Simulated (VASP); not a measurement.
Wanted: the native input for a VASP 6.6.1 run.

* Task: single point
* Functional: PBEsol
* Potentials or basis: VASP PAW PBE potentials, release 64 (Mg)
* Cutoff: 520 eV
* k mesh: 15 × 15 × 15
* Occupations: fermi-dirac, width 0.05 eV
* Spin: no spin polarisation
* Dipole correction: no
* Further INCAR settings: ALGO = Normal; EDIFF = 1e-07; NBANDS = 7

The structure of Mg lies in POSCAR:

```
Mg
1.0
   -1.8048671150      1.8048671150      1.6509340451
    1.8048671150     -1.8048671150      1.6509340451
    1.8048671150      1.8048671150     -1.6509340451
Mg
1
Direct
    0.0000000000      0.0000000000      0.0000000000
```

This cell differs from its parent crystal: volume scaled by 0.95.

One way to write it, as run:

INCAR

```
PREC = Accurate ; ENCUT = 520
EDIFF = 1E-7 ; ISMEAR = -1
SIGMA = 0.05 ; LREAL = F
LASPH = T ; NELM = 100
ALGO = Normal ; ISIF = 2
LWAVE = F ; LCHARG = T
GGA = PS ; LELF = T
LVHAR = T ; NBANDS = 7
```

KPOINTS

```
Automatic mesh
0
Gamma
  15 15 15
```

Potentials or basis: VASP PAW PBE potentials, release 64 (Mg).

The run is started by

```console
$ cat potpaw_PBE.64/Mg/POTCAR > POTCAR
$ mpirun -np 1 vasp_std > vasp.out
```

It gave:

| Quantity | Value |
| --- | --- |
| Pressure | 1.8 GPa |
| Band gap on the k mesh | zero (band 1 reaches 6.36 eV, above the bottom of band 2 at 1.72 eV) |

Caveat: the PAW data sets were made with another functional, which shifts forces and pressure a little.

It took 9.5 s on 1 thread of Intel(R) Xeon(R) 6975P-C (Granite Rapids), on a shared host, peak memory 0.17 GiB.
